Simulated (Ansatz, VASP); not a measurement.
# Rh: VASP beside Ansatz

```xyz
4
Lattice="2.6543 0.0000 0.0000 -1.3272 2.2987 0.0000 0.0000 0.0000 8.6447" Properties=species:S:1:pos:R:3 pbc="T T T"
Rh    0.0000    0.0000    0.0000
Rh    0.0000    1.5325    2.1612
Rh    0.0000    0.0000    4.3224
Rh    1.3272    0.7662    6.4836
```

Alike in both runs: functional PBEsol; dispersion D3(BJ); k mesh 9 × 9 × 3; no spin polarisation.

Ansatz relaxed the structure, and its values are those at the end. VASP's run is a single point on that final structure, the one shown.

|  | VASP | Ansatz |
| --- | --- | --- |
| version | VASP 6.6.1 | Ansatz 0.2.0 |
| potentials or method | VASP PAW PBE potentials, release 64 (Rh_pv), cutoff 520 eV | plane waves, PAW |
| occupations | methfessel-paxton of order 1, width 0.1 eV | cold |
| valence electrons in the cell | 60 | 68 |

|  | VASP | Ansatz | Ansatz less VASP |
| --- | --- | --- | --- |
| pressure (GPa) | 0.0 | 0.0 | +0.04 |

VASP's potentials were made for PBE, not for PBEsol. VASP's potentials hold 60 valence electrons a cell and Ansatz's 68, so a difference there can come from the potentials and not from the codes.
